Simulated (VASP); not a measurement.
# EuBi (F-43m) in VASP: density of states with PBEsol

Aim: the density of states of EuBi with PBEsol.

Everything below comes from runs of VASP 6.6.1. Logs are shortened: lines on timing, memory, paths and dates and some standing lists are left out, and cuts for length are marked.

**1. The cell of the first run**

The structure is cubic, space group F-43m (No. 216). Conventional cell: a = 7.266 Å, b = 7.266 Å, c = 7.266 Å, α = 90.00°, β = 90.00°, γ = 90.00°. Eu (site symmetry -43m) has 4 Bi at 3.15 Å within 4.1 Å. Bi (site symmetry -43m) has 4 Eu at 3.15 Å within 4.1 Å.

**2. Density of states, PBEsol, collinear spin, ferromagnetic start**

The input, POSCAR:

```
EuBi
1.0
    0.0000000000      3.6330815156      3.6330815156
    3.6330815156      0.0000000000      3.6330815156
    3.6330815156      3.6330815156      0.0000000000
Eu Bi
1 1
Direct
    0.0000000000      0.0000000000      0.0000000000
    0.2500000000      0.2500000000      0.2500000000
```

The input, INCAR.step1:

```
PREC     = Accurate       # precision mode
ENCUT    = 520            # plane-wave cutoff, eV
EDIFF    = 1E-6           # SCF threshold, eV
ISMEAR   = 0              # smearing method
SIGMA    = 0.05           # smearing width, eV
LREAL    = F              # projectors in reciprocal space
LASPH    = T              # aspherical terms in the spheres
NELM     = 150            # most SCF steps
ALGO     = Normal         # electronic algorithm
ISIF     = 2              # what is computed and relaxed
LWAVE    = F              # write WAVECAR
LCHARG   = T              # write CHGCAR
ISPIN    = 2              # spin polarisation
MAGMOM   = 7.23 0         # initial moments
LMAXMIX  = 6              # l up to which the mixer works
GGA      = PS             # functional
NBANDS   = 27             # bands
```

The input, KPOINTS.step1:

```
Automatic mesh
0
Gamma
  8 8 8
```

The input, INCAR.step2:

```
PREC     = Accurate       # precision mode
ENCUT    = 520            # plane-wave cutoff, eV
EDIFF    = 1E-6           # SCF threshold, eV
ISMEAR   = -5             # smearing method
SIGMA    = 0.05           # smearing width, eV
LREAL    = F              # projectors in reciprocal space
LASPH    = T              # aspherical terms in the spheres
NELM     = 150            # most SCF steps
ALGO     = Normal         # electronic algorithm
ISIF     = 2              # what is computed and relaxed
LWAVE    = F              # write WAVECAR
LCHARG   = F              # write CHGCAR
ISPIN    = 2              # spin polarisation
MAGMOM   = 7.23 0         # initial moments
LORBIT   = 11             # projections on sites
LMAXMIX  = 6              # l up to which the mixer works
GGA      = PS             # functional
NBANDS   = 27             # bands
NEDOS    = 2001           # points of the DOS
ICHARG   = 11             # starting density
```

The input, KPOINTS.step2:

```
Automatic mesh
0
Gamma
  12 12 12
```

Potentials or basis: VASP PAW PBE potentials, release 64 (Eu, Bi_d).

The run is started by

```
$ cat potpaw_PBE.64/Eu/POTCAR potpaw_PBE.64/Bi_d/POTCAR > POTCAR
$ cp INCAR.step1 INCAR
$ cp KPOINTS.step1 KPOINTS
$ mpirun -np 1 vasp_std > vasp.out
$ cp INCAR.step2 INCAR
$ cp KPOINTS.step2 KPOINTS
$ mpirun -np 1 vasp_std > vasp.out
```

OUTCAR:

```text
PREC = Accurate
   ENCUT = 520
   EDIFF = 1E-6
   ISMEAR = -5
   LREAL = F
   LASPH = T
   NELM = 150
   ISIF = 2
   ISPIN = 2
   LORBIT = 11
   GGA = PS
   ICHARG = 11

 ion  position               nearest neighbor table
   1  0.000  0.000  0.000-   2 3.15   2 3.15   2 3.15   2 3.15
   2  0.250  0.250  0.250-   1 3.15   1 3.15   1 3.15   1 3.15

  LATTYP: Found a face centered cubic cell.
 ALAT       =     7.2661630312

  Lattice vectors:

 A1 = (   0.0000000000,   3.6330815156,   3.6330815156)
 A2 = (   3.6330815156,   0.0000000000,   3.6330815156)
 A3 = (   3.6330815156,   3.6330815156,   0.0000000000)

Analysis of symmetry for initial positions (statically):
=====================================================================
 Subroutine PRICEL returns:
 Original cell was already a primitive cell.

 Routine SETGRP: Setting up the symmetry group for a
 face centered cubic supercell.

 Subroutine GETGRP returns: Found 24 space group operations
 (whereof 24 operations were pure point group operations)
 out of a pool of 48 trial point group operations.

The static configuration has the point symmetry T_d .

Analysis of symmetry for dynamics (positions and initial velocities):
=====================================================================
 Subroutine PRICEL returns:
 Original cell was already a primitive cell.

 Routine SETGRP: Setting up the symmetry group for a
 face centered cubic supercell.

 Subroutine GETGRP returns: Found 24 space group operations
 (whereof 24 operations were pure point group operations)
 out of a pool of 48 trial point group operations.

The dynamic configuration has the point symmetry T_d .

Analysis of structural, dynamic, and magnetic symmetry:
=====================================================================
 Subroutine PRICEL returns:
 Original cell was already a primitive cell.

 Routine SETGRP: Setting up the symmetry group for a
 face centered cubic supercell.

 Subroutine GETGRP returns: Found 24 space group operations
 (whereof 24 operations were pure point group operations)
 out of a pool of 48 trial point group operations.

The overall configuration has the point symmetry T_d .

 Subroutine INISYM returns: Found 24 space group operations
 (whereof 24 operations are pure point group operations),
 and found     1 'primitive' translations

----------------------------------------------------------------------------------------

                                     Primitive cell

  volume of cell :      95.9081

  direct lattice vectors                    reciprocal lattice vectors
     0.000000000  3.633081516  3.633081516    -0.137624217  0.137624217  0.137624217
     3.633081516  0.000000000  3.633081516     0.137624217 -0.137624217  0.137624217
     3.633081516  3.633081516  0.000000000     0.137624217  0.137624217 -0.137624217

  length of vectors
     5.137953153  5.137953153  5.137953153     0.238372137  0.238372137  0.238372137

  position of ions in fractional coordinates (direct lattice)
     0.000000000  0.000000000  0.000000000
     0.250000000  0.250000000  0.250000000

  ion indices of the primitive-cell ions
   primitive index   ion index
                 1           1
                 2           2

----------------------------------------------------------------------------------------

 KPOINTS: Automatic mesh

Automatic generation of k-mesh.
 Grid dimensions read from file:
 generate k-points for:   12   12   12

 Generating k-lattice:

  Cartesian coordinates                     Fractional coordinates (reciprocal lattice)
    -0.011468685  0.011468685  0.011468685     0.083333333  0.000000000  0.000000000
     0.011468685 -0.011468685  0.011468685     0.000000000  0.083333333  0.000000000
     0.011468685  0.011468685 -0.011468685     0.000000000  0.000000000  0.083333333

  Length of vectors
     0.019864345  0.019864345  0.019864345

  Shift w.r.t. Gamma in fractional coordinates (k-lattice)
     0.000000000  0.000000000  0.000000000

 TETIRR: Found    247 inequivalent tetrahedra from    10368

 Subroutine IBZKPT returns following result:
 ===========================================

 Found     72 irreducible k-points:

 Following reciprocal coordinates:
            Coordinates               Weight
  0.000000  0.000000  0.000000      1.000000
  0.083333  0.000000  0.000000      8.000000
  0.166667  0.000000  0.000000      8.000000
  0.250000  0.000000  0.000000      8.000000
  0.333333  0.000000  0.000000      8.000000
  0.416667  0.000000  0.000000      8.000000
[... 16 lines left out ...]
  0.500000  0.166667  0.000000     24.000000
 -0.416667  0.166667  0.000000     24.000000
 [... further k-points ...]
   k-points           NKPTS =     72   k-points in BZ     NKDIM =     72   number of bands    NBANDS=     27
   number of dos      NEDOS =   2001   number of ions     NIONS =      2
   total plane-waves  NPLWV =  64000
   dimension x,y,z NGX =    40 NGY =   40 NGZ =   40
   dimension x,y,z NGXF=    80 NGYF=   80 NGZF=   80
   ions per type =               1   1
   NGX,Y,Z   is equivalent  to a cutoff of  12.94, 12.94, 12.94 a.u.
   NGXF,Y,Z  is equivalent  to a cutoff of  25.89, 25.89, 25.89 a.u.
 SYSTEM =  unknown system
   PREC   = accura    normal or accurate (medium, high low for compatibility)
   ISTART =      0    job   : 0-new  1-cont  2-samecut
   ICHARG =     11    charge: 1-file 2-atom 10-const
   ISPIN  =      2    spin polarized calculation?
   LNONCOLLINEAR =      F non collinear calculations
   LSORBIT =      F    spin-orbit coupling
   LASPH  =      T    aspherical Exc in radial PAW
   ENCUT  =  520.0 eV  38.22 Ry    6.18 a.u.   9.55  9.55  9.55*2*pi/ulx,y,z
   NELM   =    150;   NELMIN=  2; NELMDL=  0     # of ELM steps
   EDIFF  = 0.1E-05   stopping-criterion for ELM
   LREAL  =      F    real-space projection
   EDIFFG = 0.1E-04   stopping-criterion for IOM
   NSW    =      0    number of steps for IOM
   IBRION =     -1    ionic relax: 0-MD 1-quasi-New 2-CG
   NFREE  =      0    steps in history (QN), initial steepest desc. (CG)
   ISIF   =      2    stress and relaxation
   ISYM   =      2    0-nonsym 1-usesym 2-fastsym
   POTIM  = 0.5000    time-step for ionic-motion
   TEBEG  =    0.0;   TEEND  =   0.0 temperature during run
   PSTRESS=    0.0 pullay stress
   NELECT =      32.0000    total number of electrons
   NUPDOWN=      -1.0000    fix difference up-down
   EMIN   =  10.00;   EMAX   =-10.00  energy-range for DOS
   EFERMI =   0.00;   METHOD = LEGACY
   ISMEAR =    -5;   SIGMA  =   0.05  broadening in eV -4-tet -1-fermi 0-gaus
   EFERMI_NEDOS =   21; number of points for ismear=-14 and -15
   IALGO  =     38    algorithm
   IMIX   =      4    mixing-type and parameters
     AMIX     =   0.40;   BMIX     =  1.00
     AMIX_MAG =   1.60;   BMIX_MAG =  1.00
  volume/ion in A,a.u.               =      47.95       323.61
  Fermi-wavevector in a.u.,A,eV,Ry     =   1.135463  2.145714 17.541670  1.289276
  Thomas-Fermi vector in A             =   2.272168
   LORBIT       =     11    0 simple, 1 ext, 2 COOP (PROOUT), +10 PAW based schemes
   GGA     = PS    functional components
   LHFCALC =     F    Hartree Fock is set to
   AEXX    =    0.0000 exact exchange contribution
   IVDW    =     0    specifies the selected vdW correction
   LEPSILON=     F    determine dielectric tensor
   LRPA    =     F    only Hartree local field effects (RPA)
 spin polarized calculation
 Fermi weights with tetrahedron method with Bloechl corrections
  energy-cutoff  :      520.00
  volume of cell :       95.91
 maximum number of plane-waves:      2637
 NGX is ok and might be reduce to    40

 number of electron      31.9999990 magnetization       5.9999331

 Free energy of the ion-electron system (eV)
  ---------------------------------------------------
  ext. energy  EPLUGINS =         0.00000000
  ---------------------------------------------------
  free energy    TOTEN  =       -16.27413978 eV

  energy without entropy =      -16.27413978  energy(sigma->0) =      -16.27413978

 E-fermi :   1.4064     XC(G=0):  -8.0980

 val. band max:        1.4208338104   @ k =   0.5000   0.0000   0.0000
 cond. band min:       1.4057187888   @ k =   0.3333   0.0833   0.0000
 fundamental gap:     -0.0151150216
 Fermi energy:         1.4063768182

 spin component 1

 k-point     1 :       0.0000    0.0000    0.0000
  band No.  band energies     occupation
      1     -39.8472      1.00000
      2     -19.7521      1.00000
      3     -19.7521      1.00000
      4     -19.7521      1.00000
      5     -19.6591      1.00000
      6     -19.6591      1.00000
[... 19 lines left out ...]
     26       7.6086      0.00000
     27       8.6409      0.00000
[... 661 lines left out ...]
 k-point    24 :      -0.4167    0.1667    0.0000
  band No.  band energies     occupation
      1     -39.8465      1.00000
      2     -19.7335      1.00000
      3     -19.7304      1.00000
      4     -19.6862      1.00000
      5     -19.6600      1.00000
      6     -19.6593      1.00000
[... 19 lines left out ...]
     26       6.1322      0.00000
     27       9.0056      0.00000

 [... further k-points ...]

 spin component 2

 k-point     1 :       0.0000    0.0000    0.0000
  band No.  band energies     occupation
      1     -36.8856      1.00000
      2     -19.7800      1.00000
      3     -19.7800      1.00000
      4     -19.7800      1.00000
      5     -19.7284      1.00000
      6     -19.7284      1.00000
[... 19 lines left out ...]
     26       8.0017      0.00000
     27       9.0468      0.00000
[... 661 lines left out ...]
 k-point    24 :      -0.4167    0.1667    0.0000
  band No.  band energies     occupation
      1     -36.8846      1.00000
      2     -19.7717      1.00000
      3     -19.7707      1.00000
      4     -19.7526      1.00000
      5     -19.7287      1.00000
      6     -19.7282      1.00000
[... 19 lines left out ...]
     26       6.7361      0.00000
     27       9.3264      0.00000

 [... further k-points ...]
[... 5 lines left out ...]
  --------------------------------------------------------------------------------------
  -------------------------------------------------------------------------------------
  Total       -0.0688615     -0.0688615     -0.0688615      0.0000000      0.0000000      0.0000000
  in kB       -1.1503538     -1.1503538     -1.1503538      0.0000000      0.0000000      0.0000000
  external PRESSURE =      -1.1503538 kB  Pullay stress =       0.0000000 kB

 VOLUME and BASIS-vectors are now :
 -----------------------------------------------------------------------------
  energy-cutoff  :      520.00
  volume of cell :       95.91
      direct lattice vectors                 reciprocal lattice vectors
     0.000000000  3.633081516  3.633081516    -0.137624217  0.137624217  0.137624217
     3.633081516  0.000000000  3.633081516     0.137624217 -0.137624217  0.137624217
     3.633081516  3.633081516  0.000000000     0.137624217  0.137624217 -0.137624217

 POSITION                                       TOTAL-FORCE (eV/Angst)
 -----------------------------------------------------------------------------------
      0.00000      0.00000      0.00000        -0.000000     -0.000000     -0.000000
      1.81654      1.81654      1.81654         0.000000      0.000000      0.000000
 -----------------------------------------------------------------------------------
    total drift:                                0.000000      0.000000      0.000000

  FREE ENERGIE OF THE ION-ELECTRON SYSTEM (eV)
  ---------------------------------------------------
  free  energy   TOTEN  =       -16.2741397785 eV

  energy  without entropy=      -16.2741397785  energy(sigma->0) =      -16.27413978

 total charge

# of ion       s       p       d       f       tot
--------------------------------------------------
    1        2.055   5.696   0.342   6.547  14.640
    2        1.446   1.674   9.873   0.000  12.993
--------------------------------------------------
tot          3.501   7.370  10.215   6.547  27.633

 magnetization (x)

# of ion       s       p       d       f       tot
--------------------------------------------------
    1       -0.004  -0.118   0.013   6.515   6.406
    2       -0.006  -0.311   0.002   0.000  -0.315
--------------------------------------------------
tot         -0.010  -0.428   0.015   6.515   6.092
```

It took 11 min on 1 thread of Intel Xeon Platinum 8488C (Sapphire Rapids), shared host; peak memory 0.49 GiB.

Results:

| Property | Result |
| --- | --- |
| Net moment | 6.00 μB per cell |
| Site moments | Eu +6.41; Bi -0.32 μB |
| Valence electrons inside the program's atomic spheres | Eu 14.64; Bi 12.99 |

Caveat: the PAW data sets were made with another functional, which shifts forces and pressure a little; spin-orbit coupling is left out, which moves the levels of the heavy elements; without U or exact exchange the open f shell lies at the Fermi level, which spoils levels, moments and volumes; tetrahedron occupations give inexact forces and stress in metals. The state reached can hang on the start; a lower one may exist.
